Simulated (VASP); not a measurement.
# Si25C23 (a cell with a defect) (Moissanite) in VASP: further runs

Runs on Si25C23 (a cell with a defect) (Moissanite). Level: PBE. Tasks: single point.

Everything below comes from runs of VASP 6.6.1. Logs are shortened: lines on timing, memory, paths and dates and some standing lists are left out, and cuts for length are marked.

### Step 1. The cell of the first run

The cell holds a defect, 48 atoms: a = 6.152 Å, b = 9.228 Å, c = 10.096 Å, α = 90.00°, β = 90.00°, γ = 120.00°.

### Step 2. Single point, PBE

File INCAR:

```
SYSTEM = Si25C23
PREC     = Accurate       ! precision mode
ENCUT    = 520            ! plane-wave cutoff, eV
EDIFF    = 1E-6           ! SCF threshold, eV
ISMEAR   = -1             ! smearing method
SIGMA    = 0.01           ! smearing width, eV
LREAL    = Auto         
LASPH    = .True.         ! aspherical terms in the spheres
NELM     = 100            ! most SCF steps
ALGO     = Normal         ! electronic algorithm
ISIF     = 2              ! what is computed and relaxed
LWAVE    = .False.        ! write WAVECAR
LCHARG   = .False.        ! write CHGCAR
GGA      = PE             ! functional
NBANDS   = 126            ! bands
```

File KPOINTS:

```
Automatic mesh
0
Gamma
  4 3 2
  0 0 0
```

File POSCAR:

```
Si25C23
1.0
    6.1520000000      0.0000000000      0.0000000000
   -4.6140000000      7.9916824260      0.0000000000
    0.0000000000      0.0000000000     10.0960000000
Si C
25 23
Direct
    0.1666928962      0.2220625484     -0.0266356746
    0.1667662006      0.2223610496      0.5001843087
    0.1670080981      0.5551252572      0.0023309229
    0.1644965742      0.5567558543      0.5047436808
    0.1683303795      0.8899195308      0.0018061854
    0.1661794472      0.8868991044      0.5047906879
    0.6652299391      0.2204335908      0.0013869709
    0.6678257730      0.2236871912      0.5060424304
    0.6665774032      0.5562968848      0.0028071664
    0.6716669493      0.5580482481      0.5043705767
    0.6656761033      0.8888209000      0.0019843132
    0.6632040546      0.8856782385      0.5044038210
    0.3497649107      0.0982686504      0.2621135573
    0.3352253805      0.1096416274      0.7476728464
    0.3572312856      0.4745943960      0.2626174117
    0.3360258885      0.4478522232      0.7476524794
    0.3258741549      0.7731232241      0.2518871914
    0.3322376930      0.7769920181      0.7537862357
    0.7953598013      0.0956434725      0.2618994686
    0.8287870424      0.1090777784      0.7477272274
    0.8315812533      0.4427575711      0.2524763865
    0.8334453339      0.4448242434      0.7545442318
    0.8407401298      0.7827025484      0.2522977872
    0.8338719263      0.7778993515      0.7539096626
    0.1680585892      0.2248590953      0.1869598983
    0.1665918556      0.2222859881      0.6889167413
    0.1625701307      0.5574143689      0.1899315519
    0.1640947014      0.5562613073      0.6907643042
    0.1701439252      0.8863436033      0.1896182059
    0.1653361172      0.8867640706      0.6905521506
    0.6662009815      0.2213820212      0.1895941846
    0.6687471592      0.2248338466      0.6903544068
    0.6786525742      0.5636148573      0.1907463414
    0.6708513348      0.5570296263      0.6906896306
    0.6552640346      0.8809162885      0.1903246175
    0.6639854699      0.8857407768      0.6903668411
    0.3365378386      0.1087736016      0.4470731985
    0.3368484733      0.1083933451      0.9325490087
    0.3378808679      0.4501963665      0.4474110082
    0.3378781122      0.4500323421      0.9330225542
    0.3315995452      0.7767847358      0.4400144898
    0.3324588712      0.7771596295      0.9405526050
    0.8260898004      0.1080929618      0.4469484222
    0.8254415366      0.1079151844      0.9328443771
    0.8326914614      0.4438550488      0.4402270775
    0.8326244750      0.4440020168      0.9422354423
    0.8353913386      0.7793302236      0.4402093422
    0.8342621875      0.7785531911      0.9412937243
```

Potentials or basis: VASP PAW PBE potentials, release 64 (Si, C).

Started as:

```
cat potpaw_PBE.64/Si/POTCAR potpaw_PBE.64/C/POTCAR > POTCAR
mpirun -np 1 vasp_std > vasp.out
```

OUTCAR:

```text
SYSTEM = Si25C23
   PREC = Accurate
   ENCUT = 520
   EDIFF = 1E-6
   ISMEAR = -1
   LREAL = Auto
   LASPH = .True.
   NELM = 100
   ISIF = 2
   GGA = PE

 ion  position               nearest neighbor table
   1  0.167  0.222  0.973-  38 1.86  44 1.86  40 1.87  25 2.16  14 2.90  20 2.90  16 2.91   5 3.08
                             3 3.09   7 3.09   7 3.09  11 3.09   9 3.09
   2  0.167  0.222  0.500-  37 1.89  43 1.89  39 1.90  26 1.91   8 3.08   8 3.08  14 3.08  20 3.08
                            16 3.08   4 3.09   6 3.09  10 3.10  12 3.10  13 3.11  19 3.12  15 3.13
   3  0.167  0.555  0.002-  42 1.88  46 1.88  40 1.89  27 1.89  17 3.06   9 3.07  22 3.07  18 3.07
                            11 3.07   9 3.08   5 3.09   1 3.09   7 3.09  21 3.09  15 3.11  16 3.11
   4  0.164  0.557  0.505-  39 1.87  41 1.88  28 1.88  45 1.88  15 2.98  16 3.03  10 3.04   6 3.04
                            12 3.05   8 3.06  18 3.07  22 3.08  17 3.08   2 3.09  21 3.10  10 3.11
   5  0.168  0.890  0.002-  42 1.88  38 1.88  48 1.88  29 1.90   7 3.05  11 3.06  18 3.07  24 3.07
                            23 3.07   9 3.08   1 3.08   3 3.09  17 3.09  11 3.09  14 3.11  13 3.11
   6  0.166  0.887  0.505-  37 1.87  30 1.88  41 1.88  47 1.88  13 2.98  14 3.03  10 3.04   4 3.04
                            12 3.06  18 3.07  24 3.08  23 3.08  12 3.09   2 3.09   8 3.10  17 3.10
   7  0.665  0.220  0.001-  38 1.88  46 1.88  44 1.88  31 1.90   5 3.05  11 3.06  22 3.07   1 3.09
                             3 3.09   1 3.09   9 3.10  21 3.10  14 3.11  20 3.11  13 3.13  19 3.13
   8  0.668  0.224  0.506-  32 1.86  37 1.86  43 1.87  45 1.88  13 2.99  19 3.00  14 3.02  20 3.02
                             4 3.06  22 3.07  10 3.07   2 3.08   2 3.08   6 3.10  21 3.10  12 3.11
   9  0.667  0.556  0.003-  48 1.88  46 1.88  40 1.89  33 1.90   3 3.07  11 3.07  22 3.07  24 3.07
[... 53 lines left out ...]
  47  0.835  0.779  0.440-   6 1.88  12 1.88  10 1.88  23 1.90
  48  0.834  0.779  0.941-   9 1.88   5 1.88  11 1.88  24 1.89

  LATTYP: Found a simple monoclinic cell.
 ALAT       =     6.1520000000
 B/A-ratio  =     1.6410923277
 C/A-ratio  =     1.3228756555
 COS(beta)  =    -0.1889822365

  Lattice vectors:

 A1 = (   6.1520000000,   0.0000000000,   0.0000000000)
 A2 = (   0.0000000000,   0.0000000000,  10.0960000000)
 A3 = (  -1.5380000000,  -7.9916824260,   0.0000000000)

Analysis of symmetry for initial positions (statically):
=====================================================================
 Subroutine PRICEL returns:
 Original cell was already a primitive cell.

 Routine SETGRP: Setting up the symmetry group for a
 simple monoclinic supercell.

 Subroutine GETGRP returns: Found  1 space group operations
 (whereof  1 operations were pure point group operations)
 out of a pool of  4 trial point group operations.

The static configuration has the point symmetry C_1 .

Analysis of symmetry for dynamics (positions and initial velocities):
=====================================================================
 Subroutine PRICEL returns:
 Original cell was already a primitive cell.

 Routine SETGRP: Setting up the symmetry group for a
 simple monoclinic supercell.

 Subroutine GETGRP returns: Found  1 space group operations
 (whereof  1 operations were pure point group operations)
 out of a pool of  4 trial point group operations.

The dynamic configuration has the point symmetry C_1 .

 Subroutine INISYM returns: Found  1 space group operations
 (whereof  1 operations are pure point group operations),
 and found     1 'primitive' translations

----------------------------------------------------------------------------------------

                                     Primitive cell

  volume of cell :     496.3681

  direct lattice vectors                    reciprocal lattice vectors
     6.152000000  0.000000000  0.000000000     0.162548765  0.093847573  0.000000000
    -4.614000000  7.991682426  0.000000000     0.000000000  0.125130097  0.000000000
     0.000000000  0.000000000 10.096000000     0.000000000  0.000000000  0.099049128

  length of vectors
     6.152000000  9.228000000 10.096000000     0.187695146  0.125130097  0.099049128

  position of ions in fractional coordinates (direct lattice)
     0.166692896  0.222062548  0.973364325
     0.166766201  0.222361050  0.500184309
     0.167008098  0.555125257  0.002330923
     0.164496574  0.556755854  0.504743681
     0.168330379  0.889919531  0.001806185
     0.166179447  0.886899104  0.504790688
[... 40 lines left out ...]
     0.835391339  0.779330224  0.440209342
     0.834262188  0.778553191  0.941293724

[... 73 lines left out ...]
 ===========================================

 Found     14 irreducible k-points:

 Following reciprocal coordinates:
            Coordinates               Weight
  0.000000  0.000000  0.000000      1.000000
  0.250000  0.000000  0.000000      2.000000
  0.500000  0.000000  0.000000      1.000000
[... 18 lines left out ...]
   NGXF,Y,Z  is equivalent  to a cutoff of  25.94, 25.22, 26.35 a.u.
 SYSTEM =  Si25C23
   PREC   = accura    normal or accurate (medium, high low for compatibility)
   ISTART =      0    job   : 0-new  1-cont  2-samecut
   ICHARG =      2    charge: 1-file 2-atom 10-const
   ISPIN  =      1    spin polarized calculation?
   LNONCOLLINEAR =      F non collinear calculations
   LSORBIT =      F    spin-orbit coupling
   LASPH  =      T    aspherical Exc in radial PAW
   ENCUT  =  520.0 eV  38.22 Ry    6.18 a.u.  11.44 17.16 18.77*2*pi/ulx,y,z
   NELM   =    100;   NELMIN=  2; NELMDL= -5     # of ELM steps
   EDIFF  = 0.1E-05   stopping-criterion for ELM
   LREAL  =      T    real-space projection
   EDIFFG = 0.1E-04   stopping-criterion for IOM
   NSW    =      0    number of steps for IOM
   IBRION =     -1    ionic relax: 0-MD 1-quasi-New 2-CG
   NFREE  =      0    steps in history (QN), initial steepest desc. (CG)
   ISIF   =      2    stress and relaxation
   ISYM   =      2    0-nonsym 1-usesym 2-fastsym
   POTIM  = 0.5000    time-step for ionic-motion
   TEBEG  =    0.0;   TEEND  =   0.0 temperature during run
   PSTRESS=    0.0 pullay stress
   NELECT =     192.0000    total number of electrons
   NUPDOWN=      -1.0000    fix difference up-down
   EMIN   =  10.00;   EMAX   =-10.00  energy-range for DOS
   EFERMI =   0.00;   METHOD = LEGACY
   ISMEAR =    -1;   SIGMA  =   0.01  broadening in eV -4-tet -1-fermi 0-gaus
   EFERMI_NEDOS =   21; number of points for ismear=-14 and -15
   IALGO  =     38    algorithm
   IMIX   =      4    mixing-type and parameters
     AMIX     =   0.40;   BMIX     =  1.00
     AMIX_MAG =   1.60;   BMIX_MAG =  1.00
  volume/ion in A,a.u.               =      10.34        69.78
  Fermi-wavevector in a.u.,A,eV,Ry     =   1.192817  2.254098 19.358549  1.422813
  Thomas-Fermi vector in A             =   2.328847
   LORBIT       =      0    0 simple, 1 ext, 2 COOP (PROOUT), +10 PAW based schemes
   GGA     = PE    functional components
   LHFCALC =     F    Hartree Fock is set to
   AEXX    =    0.0000 exact exchange contribution
   IVDW    =     0    specifies the selected vdW correction
   LEPSILON=     F    determine dielectric tensor
   LRPA    =     F    only Hartree local field effects (RPA)
 non-spin polarized calculation
  energy-cutoff  :      520.00
  volume of cell :      496.37
 maximum number of plane-waves:     13404
 NGX is ok and might be reduce to    48
   NGX = 23   NGY = 35   NGZ = 37

 number of electron     192.0000002 magnetization

 Free energy of the ion-electron system (eV)
  ---------------------------------------------------
  ext. energy  EPLUGINS =         0.00000000
  ---------------------------------------------------
  free energy    TOTEN  =      -352.88864909 eV

  energy without entropy =     -352.88864909  energy(sigma->0) =     -352.88864909

 E-fermi :   9.8087     XC(G=0): -11.3938

 val. band max:        9.5259385742   @ k =   0.0000   0.0000   0.0000
 cond. band min:      10.6708774428   @ k =   0.2500   0.0000   0.0000
 fundamental gap:      1.1449388686
 Fermi energy:         9.8087240144

 k-point     1 :       0.0000    0.0000    0.0000
  band No.  band energies     occupation
      1      -7.2033      2.00000
      2      -6.0573      2.00000
      3      -5.9626      2.00000
      4      -5.4019      2.00000
      5      -5.2817      2.00000
      6      -4.3670      2.00000
[... 1543 lines left out ...]
    107      13.0338      0.00000
    108      13.0711      0.00000
 [bands above 108 left out]

------------------------ aborting loop because EDIFF is reached ----------------------------------------

  FORCE on cell =-STRESS in cart. coord.  units (eV):
  Direction    XX          YY          ZZ          XY          YZ          ZX
  --------------------------------------------------------------------------------------
  -------------------------------------------------------------------------------------
  Total       31.9090984     31.6596697     33.4208924      0.0594817      0.0460698      0.0114340
  in kB      102.9962065    102.1911004    107.8759760      0.1919952      0.1487042      0.0369067
  external PRESSURE =     104.3544276 kB  Pullay stress =       0.0000000 kB

 VOLUME and BASIS-vectors are now :
 -----------------------------------------------------------------------------
  energy-cutoff  :      520.00
  volume of cell :      496.37
      direct lattice vectors                 reciprocal lattice vectors
     6.152000000  0.000000000  0.000000000     0.162548765  0.093847573  0.000000000
    -4.614000000  7.991682426  0.000000000     0.000000000  0.125130097  0.000000000
     0.000000000  0.000000000 10.096000000     0.000000000  0.000000000  0.099049128

 POSITION                                       TOTAL-FORCE (eV/Angst)
 -----------------------------------------------------------------------------------
      0.00090      1.77465      9.82709        -0.001401      0.000734      0.016370
     -0.00003      1.77704      5.04986        -0.000713     -0.000316      0.000670
     -1.53391      4.43638      0.02353        -0.001455     -0.000678      0.001796
     -1.55689      4.44942      5.09589         0.002834     -0.000428      0.004173
     -3.07052      7.11195      0.01824         0.001557      0.000082      0.001349
     -3.06982      7.08782      5.09637         0.001225      0.000910      0.003103
[... 40 lines left out ...]
      1.54350      6.22816      4.44435        -0.004199      0.000309     -0.001446
      1.54014      6.22195      9.50330        -0.000192      0.001035      0.002682
 -----------------------------------------------------------------------------------
    total drift:                                0.009502     -0.010889     -0.061505

  FREE ENERGIE OF THE ION-ELECTRON SYSTEM (eV)
  ---------------------------------------------------
  free  energy   TOTEN  =      -352.8886490911 eV

  energy  without entropy=     -352.8886490911  energy(sigma->0) =     -352.88864909
```

Run time: 20 min. Hardware: 1 thread of AMD EPYC 9R45 (Zen 5), shared host; peak memory 0.85 GiB.

Results:

```yaml
Free_energy: -352.8886 eV
Pressure: 10.4 GPa
Largest_force: 0.016 eV/Å
Band_gap_on_the_k_mesh: 1.15 eV
```

Forces in eV/Å, atoms in the order of the input:
```
Si  -0.001  0.001  0.016
Si  -0.001  0.000  0.001
Si  -0.001 -0.001  0.002
Si   0.003  0.000  0.004
Si   0.002  0.000  0.001
Si   0.001  0.001  0.003
Si   0.000 -0.002  0.003
Si  -0.002  0.000  0.000
Si   0.000  0.000  0.002
Si  -0.004 -0.001  0.004
Si  -0.001  0.000 -0.001
Si   0.002  0.001  0.004
Si  -0.007  0.007 -0.002
Si   0.000  0.000  0.004
Si  -0.003 -0.011 -0.003
Si   0.001  0.000  0.003
Si  -0.001 -0.001 -0.002
Si   0.002  0.001  0.001
Si   0.007  0.006 -0.003
Si  -0.001  0.000  0.004
Si   0.001  0.001 -0.001
Si   0.001 -0.001  0.004
Si   0.000 -0.002 -0.001
Si   0.001  0.000  0.001
Si  -0.003  0.000  0.004
C   -0.003  0.004 -0.003
C    0.010  0.000  0.002
C    0.005  0.004 -0.006
C   -0.008  0.001  0.001
C    0.002 -0.001 -0.005
C    0.001  0.001  0.003
C   -0.004  0.003 -0.006
C   -0.002  0.002  0.002
C   -0.009 -0.001 -0.004
C    0.002 -0.002  0.002
C    0.005  0.000 -0.005
C    0.003 -0.001 -0.005
C   -0.002 -0.001 -0.004
C    0.000 -0.002  0.000
C   -0.001 -0.006 -0.005
C    0.002 -0.004 -0.005
C    0.000  0.000 -0.003
C   -0.002  0.005  0.003
C    0.006  0.002  0.002
C    0.005 -0.003 -0.003
C    0.000 -0.002 -0.009
C   -0.004  0.000 -0.001
C    0.000  0.001  0.003
```

### Step 3. Single point, PBE

File INCAR:

```
  PREC = Accurate
  ENCUT = 520
  EDIFF = 1E-6
  ISMEAR = -1
  SIGMA = 0.01
  LREAL = Auto
  LASPH = T
  NELM = 100
  ALGO = Normal
  ISIF = 2
  LWAVE = F
  LCHARG = F
  GGA = PE
  NBANDS = 126
```

File KPOINTS:

```
Automatic mesh
0
Gamma
  4 3 2
```

File POSCAR:

```
Si25C23
1.0
    6.1520000000      0.0000000000      0.0000000000
   -4.6140000000      7.9916824260      0.0000000000
    0.0000000000      0.0000000000     10.0960000000
Si C
25 23
Direct
    0.1666666666      0.2222222222      0.0000000000
    0.1666666666      0.2222222222      0.5000000000
    0.1666666666      0.5555555556      0.0000000000
    0.1666666666      0.5555555556      0.5000000000
    0.1666666666      0.8888888889      0.0000000000
    0.1666666666      0.8888888889      0.5000000000
    0.6666666666      0.2222222222      0.0000000000
    0.6666666666      0.2222222222      0.5000000000
    0.6666666666      0.5555555556      0.0000000000
    0.6666666666      0.5555555556      0.5000000000
    0.6666666666      0.8888888889      0.0000000000
    0.6666666666      0.8888888889      0.5000000000
    0.3333333334      0.1111111111      0.2500000000
    0.3333333334      0.1111111111      0.7500000000
    0.3333333334      0.4444444444      0.2500000000
    0.3333333334      0.4444444444      0.7500000000
    0.3333333334      0.7777777778      0.2500000000
    0.3333333334      0.7777777778      0.7500000000
    0.8333333334      0.1111111111      0.2500000000
    0.8333333334      0.1111111111      0.7500000000
    0.8333333334      0.4444444444      0.2500000000
    0.8333333334      0.4444444444      0.7500000000
    0.8333333334      0.7777777778      0.2500000000
    0.8333333334      0.7777777778      0.7500000000
    0.1666666666      0.2222222222      0.1925000000
    0.1666666666      0.2222222222      0.6925000000
    0.1666666666      0.5555555556      0.1925000000
    0.1666666666      0.5555555556      0.6925000000
    0.1666666666      0.8888888889      0.1925000000
    0.1666666666      0.8888888889      0.6925000000
    0.6666666666      0.2222222222      0.1925000000
    0.6666666666      0.2222222222      0.6925000000
    0.6666666666      0.5555555556      0.1925000000
    0.6666666666      0.5555555556      0.6925000000
    0.6666666666      0.8888888889      0.1925000000
    0.6666666666      0.8888888889      0.6925000000
    0.3333333334      0.1111111111      0.4425000000
    0.3333333334      0.1111111111      0.9425000000
    0.3333333334      0.4444444444      0.4425000000
    0.3333333334      0.4444444444      0.9425000000
    0.3333333334      0.7777777778      0.4425000000
    0.3333333334      0.7777777778      0.9425000000
    0.8333333334      0.1111111111      0.4425000000
    0.8333333334      0.1111111111      0.9425000000
    0.8333333334      0.4444444444      0.4425000000
    0.8333333334      0.4444444444      0.9425000000
    0.8333333334      0.7777777778      0.4425000000
    0.8333333334      0.7777777778      0.9425000000
```

Potentials or basis: VASP PAW PBE potentials, release 64 (Si, C).

Started as:

```
cat potpaw_PBE.64/Si/POTCAR potpaw_PBE.64/C/POTCAR > POTCAR
mpirun -np 1 vasp_std > vasp.out
```

Wall time 27 min (1 thread of Intel Xeon Platinum 8259CL at 2.50GHz (Skylake/Cascade Lake), shared host); peak memory 0.87 GiB.

It converged, with:

```yaml
Free_energy: -347.6806 eV
Pressure: 13.6 GPa
Largest_force: 11.339 eV/Å
Band_gap_on_the_k_mesh: 2.10 eV
```

Forces on the atoms (eV/Å):
```
Si   0.000  0.000 -7.938
Si   0.000  0.002  0.964
Si   0.002  0.010  0.739
Si   0.008  0.001  0.759
Si   0.015 -0.007  0.743
Si   0.009  0.001  0.756
Si   0.000 -0.017  0.708
Si   0.000 -0.016  0.755
Si   0.002  0.013  0.727
Si  -0.004  0.004  0.760
Si  -0.015 -0.010  0.732
Si  -0.010 -0.001  0.755
Si   9.089 -5.251  4.227
Si   0.019 -0.004  0.761
Si  -0.011 10.516  4.241
Si   0.000  0.019  0.762
Si  -0.019 -0.015  0.724
Si   0.002  0.002  0.747
Si  -9.090 -5.244  4.233
Si  -0.018 -0.005  0.760
Si   0.007  0.026  0.754
Si  -0.003  0.001  0.748
Si   0.019 -0.016  0.746
Si  -0.002 -0.003  0.748
Si   0.000 -0.004 -2.347
C    0.002 -0.003 -0.747
C   -0.202  0.228 -0.787
C   -0.009  0.003 -0.766
C    0.124 -0.268 -0.783
C   -0.006 -0.012 -0.765
C    0.002  0.094 -0.795
C    0.003  0.020 -0.760
C    0.208  0.259 -0.785
C    0.016  0.001 -0.765
C   -0.122 -0.310 -0.783
C    0.009 -0.011 -0.764
C    0.110 -0.058 -0.459
C    0.190 -0.112 -1.051
C   -0.003  0.118 -0.457
C   -0.003  0.218 -1.053
C    0.003  0.008 -0.762
C    0.000  0.005 -0.736
C   -0.112 -0.057 -0.461
C   -0.193 -0.111 -1.048
C   -0.003 -0.003 -0.773
C   -0.003 -0.001 -0.763
C   -0.007 -0.007 -0.758
C   -0.005 -0.002 -0.743
```

Stress tensor (GPa, compression positive):
```
15.68  0.00  0.00
 0.00 15.66  0.00
 0.00  0.00  9.56
```

Levels at points of the mesh, in eV from the valence-band top:
```
           k point  band 92  band 93  band 94  band 95  band 96  band 97  band 98  band 99  band 100  band 101
(0.00, 0.00, 0.00)    -0.91    -0.84    -0.24    -0.20     0.00     2.16     2.49     2.77      3.00      3.06
(0.50, 0.00, 0.00)    -1.32    -1.03    -0.99    -0.85    -0.78     2.34     2.36     3.08      3.43      3.77
(0.00, 0.00, 0.50)    -1.27    -0.58    -0.58    -0.37    -0.32     2.24     2.59     2.75      2.84      2.90
(0.50, 0.00, 0.50)    -1.34    -1.34    -1.25    -1.00    -0.98     2.99     3.07     3.12      3.36      3.60
```
